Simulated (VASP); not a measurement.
TlBr:

```
Tl Br
1.0
     3.98000    0.00000    0.00000
     0.00000    3.98000    0.00000
     0.00000    0.00000    3.98000
Tl Br
1 1
Direct
  0.00000 0.00000 0.00000
  0.50000 0.50000 0.50000
```

Base run:

```yaml
Program: VASP 6.6.1
Functional: r2SCAN
Dispersion: D4
Potentials_or_basis: VASP PAW PBE potentials, release 64 (Tl_d, Br)
Cutoff: 440 eV
k_mesh: 7 × 7 × 7
Occupations: fermi-dirac, width 0.03 eV
Spin: no spin polarisation
```

Its results: band gap on the k mesh 2.71 eV; pressure 0.7 GPa.

Problem. The run is repeated on the same cell with these changes: dispersion from D4 to none. What comes out?

Solution. Band gap on the k mesh 2.71 eV; pressure 0.3 GPa.

Caveats: the PAW data sets were made with another functional, which shifts forces and pressure a little; spin-orbit coupling is left out, which moves the levels of the heavy elements; an odd mesh through Γ misses points on the zone boundary, where band edges can lie.
